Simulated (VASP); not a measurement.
# In (P6_3/mmc) in VASP: further runs

The runs below take In through single point, with PBE.

All numbers are computed with VASP 6.6.1; they aren't measurements. Logs are shortened: lines on timing, memory, paths and dates and some standing lists are left out, and cuts for length are marked.

## 1. The cell of the first run

Symmetry: P6_3/mmc, No. 194, hexagonal system. Conventional cell: a = 3.405 Å, b = 3.405 Å, c = 5.367 Å, α = 90.00°, β = 90.00°, γ = 120.00°. In (site symmetry -6m2) has 12 In at 3.33 to 3.40 Å within 4.4 Å.

## 2. Single point, PBE

INCAR reads:

```
SYSTEM = In
PREC     = Accurate       ! precision mode
ENCUT    = 520            ! plane-wave cutoff, eV
EDIFF    = 1E-7           ! SCF threshold, eV
ISMEAR   = -1             ! smearing method
SIGMA    = 0.08           ! smearing width, eV
LREAL    = .FALSE.        ! projectors in reciprocal space
LASPH    = .TRUE.         ! aspherical terms in the spheres
NELM     = 60             ! most SCF steps
ALGO     = Normal         ! electronic algorithm
ISIF     = 2              ! what is computed and relaxed
LWAVE    = .FALSE.        ! write WAVECAR
LCHARG   = .TRUE.         ! write CHGCAR
GGA      = PE             ! functional
LELF     = .TRUE.         ! ELF
LVHAR    = .TRUE.       
NBANDS   = 20             ! bands
```

KPOINTS reads:

```
Automatic mesh
0
G
  13 13 7
  0 0 0
```

POSCAR reads:

```
In
1.0
    3.4047637810      0.0000000000      0.0000000000
   -1.7023818905      2.9486119282      0.0000000000
    0.0000000000      0.0000000000      5.3674952393
In
2
Direct
    0.3333333333      0.6666666667      0.2500000000
    0.6666666667      0.3333333333      0.7500000000
```

Potentials or basis: VASP PAW PBE potentials, release 64 (In_d).

Launch:

```
cat potpaw_PBE.64/In_d/POTCAR > POTCAR
mpirun -np 1 vasp_std > vasp.out
```

OUTCAR:

```text
SYSTEM = In
   PREC = Accurate
   ENCUT = 520
   EDIFF = 1E-7
   ISMEAR = -1
   LREAL = .FALSE.
   LASPH = .TRUE.
   NELM = 60
   ISIF = 2
   GGA = PE

 ion  position               nearest neighbor table
   1  0.333  0.667  0.250-   2 3.33   2 3.33   2 3.33   2 3.33   2 3.33   2 3.33
   2  0.667  0.333  0.750-   1 3.33   1 3.33   1 3.33   1 3.33   1 3.33   1 3.33

  LATTYP: Found a hexagonal cell.
 ALAT       =     3.4047637810
 C/A-ratio  =     1.5764662645

  Lattice vectors:

 A1 = (   3.4047637810,   0.0000000000,   0.0000000000)
 A2 = (  -1.7023818905,   2.9486119282,   0.0000000000)
 A3 = (   0.0000000000,   0.0000000000,   5.3674952393)

Analysis of symmetry for initial positions (statically):
=====================================================================
 Subroutine PRICEL returns:
 Original cell was already a primitive cell.

 Routine SETGRP: Setting up the symmetry group for a
 hexagonal supercell.

 Subroutine GETGRP returns: Found 24 space group operations
 (whereof 12 operations were pure point group operations)
 out of a pool of 24 trial point group operations.

The static configuration has the point symmetry D_3d.
 The point group associated with its full space group is D_6h.

Analysis of symmetry for dynamics (positions and initial velocities):
=====================================================================
 Subroutine PRICEL returns:
 Original cell was already a primitive cell.

 Routine SETGRP: Setting up the symmetry group for a
 hexagonal supercell.

 Subroutine GETGRP returns: Found 24 space group operations
 (whereof 12 operations were pure point group operations)
 out of a pool of 24 trial point group operations.

The dynamic configuration has the point symmetry D_3d.
 The point group associated with its full space group is D_6h.

 Subroutine INISYM returns: Found 24 space group operations
 (whereof 12 operations are pure point group operations),
 and found     1 'primitive' translations

----------------------------------------------------------------------------------------

                                     Primitive cell

  volume of cell :      53.8860

  direct lattice vectors                    reciprocal lattice vectors
     3.404763781  0.000000000  0.000000000     0.293706132  0.169571314  0.000000000
    -1.702381891  2.948611928  0.000000000     0.000000000  0.339142629  0.000000000
     0.000000000  0.000000000  5.367495239     0.000000000  0.000000000  0.186306639

  length of vectors
     3.404763781  3.404763781  5.367495239     0.339142629  0.339142629  0.186306639

  position of ions in fractional coordinates (direct lattice)
     0.333333333  0.666666667  0.250000000
     0.666666667  0.333333333  0.750000000

  ion indices of the primitive-cell ions
   primitive index   ion index
                 1           1
                 2           2

----------------------------------------------------------------------------------------

 KPOINTS: Automatic mesh

Automatic generation of k-mesh.
 Grid dimensions read from file:
 generate k-points for:   13   13    7

 Generating k-lattice:

  Cartesian coordinates                     Fractional coordinates (reciprocal lattice)
     0.022592779  0.013043947  0.000000000     0.076923077  0.000000000  0.000000000
     0.000000000  0.026087895  0.000000000     0.000000000  0.076923077  0.000000000
     0.000000000  0.000000000  0.026615234     0.000000000  0.000000000  0.142857143

  Length of vectors
     0.026087895  0.026087895  0.026615234

  Shift w.r.t. Gamma in fractional coordinates (k-lattice)
     0.000000000  0.000000000  0.000000000

 Subroutine IBZKPT returns following result:
 ===========================================

 Found     84 irreducible k-points:

 Following reciprocal coordinates:
            Coordinates               Weight
  0.000000  0.000000  0.000000      1.000000
  0.076923  0.000000  0.000000      6.000000
  0.153846  0.000000  0.000000      6.000000
  0.230769  0.000000  0.000000      6.000000
  0.307692  0.000000  0.000000      6.000000
  0.384615  0.000000  0.000000      6.000000
[... 16 lines left out ...]
  0.076923  0.000000  0.142857     12.000000
  0.153846  0.000000  0.142857     12.000000
 [... further k-points ...]
   k-points           NKPTS =     84   k-points in BZ     NKDIM =     84   number of bands    NBANDS=     20
   number of dos      NEDOS =    301   number of ions     NIONS =      2
   total plane-waves  NPLWV =  31360
   dimension x,y,z NGX =    28 NGY =   28 NGZ =   40
   dimension x,y,z NGXF=    56 NGYF=   56 NGZF=   80
   ions per type =               2
   NGX,Y,Z   is equivalent  to a cutoff of  13.67, 13.67, 12.39 a.u.
   NGXF,Y,Z  is equivalent  to a cutoff of  27.34, 27.34, 24.78 a.u.
 SYSTEM =  In
   PREC   = accura    normal or accurate (medium, high low for compatibility)
   ISTART =      0    job   : 0-new  1-cont  2-samecut
   ICHARG =      2    charge: 1-file 2-atom 10-const
   ISPIN  =      1    spin polarized calculation?
   LNONCOLLINEAR =      F non collinear calculations
   LSORBIT =      F    spin-orbit coupling
   LASPH  =      T    aspherical Exc in radial PAW
   ENCUT  =  520.0 eV  38.22 Ry    6.18 a.u.   6.33  6.33  9.98*2*pi/ulx,y,z
   NELM   =     60;   NELMIN=  2; NELMDL= -5     # of ELM steps
   EDIFF  = 0.1E-06   stopping-criterion for ELM
   LREAL  =      F    real-space projection
   EDIFFG = 0.1E-05   stopping-criterion for IOM
   NSW    =      0    number of steps for IOM
   IBRION =     -1    ionic relax: 0-MD 1-quasi-New 2-CG
   NFREE  =      0    steps in history (QN), initial steepest desc. (CG)
   ISIF   =      2    stress and relaxation
   ISYM   =      2    0-nonsym 1-usesym 2-fastsym
   POTIM  = 0.5000    time-step for ionic-motion
   TEBEG  =    0.0;   TEEND  =   0.0 temperature during run
   PSTRESS=    0.0 pullay stress
   NELECT =      26.0000    total number of electrons
   NUPDOWN=      -1.0000    fix difference up-down
   EMIN   =  10.00;   EMAX   =-10.00  energy-range for DOS
   EFERMI =   0.00;   METHOD = LEGACY
   ISMEAR =    -1;   SIGMA  =   0.08  broadening in eV -4-tet -1-fermi 0-gaus
   EFERMI_NEDOS =   21; number of points for ismear=-14 and -15
   IALGO  =     38    algorithm
   IMIX   =      4    mixing-type and parameters
     AMIX     =   0.40;   BMIX     =  1.00
     AMIX_MAG =   1.60;   BMIX_MAG =  1.00
  volume/ion in A,a.u.               =      26.94       181.82
  Fermi-wavevector in a.u.,A,eV,Ry     =   1.284026  2.426458 22.432239  1.648723
  Thomas-Fermi vector in A             =   2.416244
   LORBIT       =      0    0 simple, 1 ext, 2 COOP (PROOUT), +10 PAW based schemes
   GGA     = PE    functional components
   LHFCALC =     F    Hartree Fock is set to
   AEXX    =    0.0000 exact exchange contribution
   IVDW    =     0    specifies the selected vdW correction
   LEPSILON=     F    determine dielectric tensor
   LRPA    =     F    only Hartree local field effects (RPA)
 non-spin polarized calculation
  energy-cutoff  :      520.00
  volume of cell :       53.89
 maximum number of plane-waves:      1468
 NGX is ok and might be reduce to    28
   NGX = 13   NGY = 13   NGZ = 19

 number of electron      26.0000003 magnetization

 Free energy of the ion-electron system (eV)
  ---------------------------------------------------
  ext. energy  EPLUGINS =         0.00000000
  ---------------------------------------------------
  free energy    TOTEN  =        -5.11235671 eV

  energy without entropy =       -5.09109538  energy(sigma->0) =       -5.10172605

 E-fermi :   7.2198     XC(G=0): -10.1140

 val. band max:        7.2117363822   @ k =   0.3846   0.2308   0.2857
 cond. band min:       7.2290257992   @ k =   0.2308   0.2308   0.0000
 fundamental gap:      0.0172894170
 Fermi energy:         7.2197661239

 k-point     1 :       0.0000    0.0000    0.0000
  band No.  band energies     occupation
      1      -7.4655      2.00000
      2      -7.3832      2.00000
      3      -7.3793      2.00000
      4      -7.3793      2.00000
      5      -7.3494      2.00000
      6      -7.3494      2.00000
[... 12 lines left out ...]
     19      17.9697      0.00000
     20      18.4690      0.00000

 k-point     2 :       0.0769    0.0000    0.0000
  band No.  band energies     occupation
      1      -7.4603      2.00000
      2      -7.4019      2.00000
      3      -7.3651      2.00000
      4      -7.3564      2.00000
      5      -7.3468      2.00000
      6      -7.3360      2.00000
[... 12 lines left out ...]
     19      18.2330      0.00000
     20      18.5662      0.00000

 k-point     3 :       0.1538    0.0000    0.0000
  band No.  band energies     occupation
      1      -7.4666      2.00000
      2      -7.4035      2.00000
      3      -7.3547      2.00000
      4      -7.3493      2.00000
      5      -7.3482      2.00000
      6      -7.3255      2.00000
[... 12 lines left out ...]
     19      17.4467      0.00000
     20      19.2811      0.00000

 k-point     4 :       0.2308    0.0000    0.0000
  band No.  band energies     occupation
      1      -7.4981      2.00000
      2      -7.3905      2.00000
      3      -7.3890      2.00000
      4      -7.3715      2.00000
      5      -7.3373      2.00000
      6      -7.2697      2.00000
[... 12 lines left out ...]
     19      16.8979      0.00000
     20      18.5107      0.00000

 k-point     5 :       0.3077    0.0000    0.0000
  band No.  band energies     occupation
      1      -7.5338      2.00000
      2      -7.4298      2.00000
      3      -7.3948      2.00000
      4      -7.3934      2.00000
      5      -7.3089      2.00000
      6      -7.2295      2.00000
[... 12 lines left out ...]
     19      16.2330      0.00000
     20      17.8535      0.00000
[... 353 lines left out ...]
      6      -7.2834      2.00000
[... 12 lines left out ...]
     19      12.9872      0.00000
     20      21.8039      0.00000

 k-point    22 :       0.0000    0.0000    0.1429
  band No.  band energies     occupation
      1      -7.4597      2.00000
      2      -7.3943      2.00000
      3      -7.3943      2.00000
      4      -7.3851      2.00000
      5      -7.3567      2.00000
      6      -7.3567      2.00000
[... 12 lines left out ...]
     19      17.8209      0.00000
     20      17.9737      0.00000

 k-point    23 :       0.0769    0.0000    0.1429
  band No.  band energies     occupation
      1      -7.4556      2.00000
      2      -7.4036      2.00000
      3      -7.3836      2.00000
      4      -7.3776      2.00000
      5      -7.3545      2.00000
      6      -7.3433      2.00000
[... 12 lines left out ...]
     19      17.7733      0.00000
     20      18.4511      0.00000

 k-point    24 :       0.1538    0.0000    0.1429
  band No.  band energies     occupation
      1      -7.4644      2.00000
      2      -7.4014      2.00000
      3      -7.3793      2.00000
      4      -7.3644      2.00000
      5      -7.3491      2.00000
      6      -7.3057      2.00000
[... 12 lines left out ...]
     19      17.1427      0.00000
     20      18.6285      0.00000

 [... further k-points ...]

------------------------ aborting loop because EDIFF is reached ----------------------------------------

  FORCE on cell =-STRESS in cart. coord.  units (eV):
  Direction    XX          YY          ZZ          XY          YZ          ZX
  --------------------------------------------------------------------------------------
  -------------------------------------------------------------------------------------
  Total        0.3609979      0.3609979      0.3598248      0.0000000      0.0000000      0.0000000
  in kB       10.7334425     10.7334425     10.6985610      0.0000000      0.0000000      0.0000000
  external PRESSURE =      10.7218154 kB  Pullay stress =       0.0000000 kB

 VOLUME and BASIS-vectors are now :
 -----------------------------------------------------------------------------
  energy-cutoff  :      520.00
  volume of cell :       53.89
      direct lattice vectors                 reciprocal lattice vectors
     3.404763781  0.000000000  0.000000000     0.293706132  0.169571314  0.000000000
    -1.702381891  2.948611928  0.000000000     0.000000000  0.339142629  0.000000000
     0.000000000  0.000000000  5.367495239     0.000000000  0.000000000  0.186306639

 POSITION                                       TOTAL-FORCE (eV/Angst)
 -----------------------------------------------------------------------------------
     -0.00000      1.96574      1.34187        -0.000000     -0.000000      0.000000
      1.70238      0.98287      4.02562         0.000000      0.000000      0.000000
 -----------------------------------------------------------------------------------
    total drift:                                0.000000     -0.000000      0.000000

  FREE ENERGIE OF THE ION-ELECTRON SYSTEM (eV)
  ---------------------------------------------------
  free  energy   TOTEN  =        -5.1123567092 eV

  energy  without entropy=       -5.0910953847  energy(sigma->0) =       -5.10172605
```

Run time: 45 s. Hardware: 1 thread of Intel Xeon 6975P-C (Granite Rapids), shared host; peak memory 0.22 GiB.

Results:

```
Free energy            : -5.1124 eV
Pressure               : 1.1 GPa
Band gap on the k mesh : zero (band 13 reaches 10.14 eV, above the bottom of band 14 at 5.12 eV)
```

Caveat: spin-orbit coupling is left out, which moves the levels of the heavy elements.

## 3. Single point, PBE

INCAR reads:

```
ALGO     = Normal         # electronic algorithm
EDIFF    = 1E-6           # SCF threshold, eV
ENCUT    = 520            # plane-wave cutoff, eV
GGA      = PE             # functional
ISIF     = 2              # what is computed and relaxed
ISMEAR   = -1             # smearing method
LASPH    = T              # aspherical terms in the spheres
LCHARG   = F              # write CHGCAR
LREAL    = F              # projectors in reciprocal space
LWAVE    = F              # write WAVECAR
NBANDS   = 20             # bands
NELM     = 60             # most SCF steps
PREC     = Accurate       # precision mode
SIGMA    = 0.08           # smearing width, eV
```

KPOINTS reads:

```
k-points
0
Gamma
  13 13 7
```

POSCAR is that of step 2.

Potentials or basis: VASP PAW PBE potentials, release 64 (In_d).

Launch:

```
cat potpaw_PBE.64/In_d/POTCAR > POTCAR
mpirun -np 1 vasp_std > vasp.out
```

Run time: 39 s. Hardware: 1 thread of Intel Xeon 6975P-C (Granite Rapids), shared host; peak memory 0.22 GiB.

Results (log left out):

```yaml
Free_energy: -5.1124 eV
Pressure: 1.1 GPa
Band_gap_on_the_k_mesh: zero (band 13 reaches 10.14 eV, above the bottom of band 14 at 5.12 eV)
```

Levels at points of the mesh, in eV from the Fermi level:
```
           k point  band 9  band 10  band 11  band 12  band 13  band 14  band 15  band 16  band 17  band 18
(0.00, 0.00, 0.00)  -14.34   -14.34    -9.37    -3.95    -3.15     7.66     7.66     9.56     9.56    10.48
```

Caveat: spin-orbit coupling is left out, which moves the levels of the heavy elements.
